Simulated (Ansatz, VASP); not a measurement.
## One calculation of C, two programs

```
C
1.0
     0.00000    1.78632    1.78632
     1.78632    0.00000    1.78632
     1.78632    1.78632    0.00000
C
2
Cartesian
  -0.4466 -0.4466 -0.4466
  0.4466 0.4466 0.4466
```

Alike in both runs: task relaxation of cell and atoms; functional r2SCAN; k mesh 16 × 16 × 16; occupations fermi-dirac, width 0.02 eV; no spin polarisation.

|  | VASP | Ansatz |
| --- | --- | --- |
| version | VASP 6.6.1 | Ansatz 0.2.0 |
| potentials or method | VASP PAW PBE potentials, release 64 (C) | PAW with Ansatz's default frozen-core files, scalar-relativistic |
| plane-wave cutoff (eV) | 600 | 500 |
| valence electrons in the cell | 8 | 8 |

```tsv
	VASP	Ansatz	Ansatz less VASP
gap on the k mesh at the Fermi level, each at its own relaxed structure (eV)	4.34	4.37	+0.030
relaxed volume (Å³/atom)	5.65	5.64	-0.004
relaxed cell length with the largest relative difference (Å)	2.518	2.517	-0.0006
```

VASP's potentials were made for PBE, not for r2SCAN.
